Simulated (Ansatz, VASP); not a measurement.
Ni: VASP beside Ansatz

```
Ni
1.0
     2.44802    0.00000    0.00000
    -1.22401    2.12005    0.00000
     0.00000    0.00000    4.07281
Ni
2
Direct
  0.42446 0.73337 0.25000
  0.66667 0.33333 0.75000
```

Alike in both runs: task electric field gradients; functional LDA; k mesh 15 × 15 × 8; occupations fermi-dirac, width 0.08 eV; collinear spin.

|  | VASP | Ansatz |
| --- | --- | --- |
| version | VASP 6.6.1 | Ansatz 0.2.0 |
| potentials or method | VASP PAW LDA potentials, release 64 (Ni) | PAW with Ansatz's default frozen-core files, scalar-relativistic |
| plane-wave cutoff (eV) | 520 | 420 |
| valence electrons in the cell | 20 | 36 |

Ansatz gave:

| Quantity | Value |
| --- | --- |
| pressure (GPa) | -10.1 |
| traceless stress, the component that is largest in VASP (GPa) | 2.21 |
| rms of the force components (eV/Å) | 0.179 |
| net moment per atom (μB) | 0.62 |
| size of the moment on the site where the two differ most (μB) | 0.65 |
| size of Vzz on the site where it differs most (V/Å²) | 5.2 |

Task: Estimate VASP's values.

Result: Pressure (GPa): -10.1; traceless stress, the component that is largest in VASP (GPa): 2.25; rms of the force components (eV/Å): 0.173; net moment per atom (μB): 0.59; size of the moment on the site where the two differ most (μB): 0.60; size of Vzz on the site where it differs most (V/Å²): 3.7.

LDA's correlation is that of Perdew and Zunger in VASP and of Perdew and Wang (1992) in Ansatz. Site moments also hang on the region over which each program counts them. Atom by atom the forces differ by 0.006 eV/Å (rms over components). VASP's potentials hold 20 valence electrons a cell and Ansatz's 36, so a difference there can come from the potentials and not from the codes.
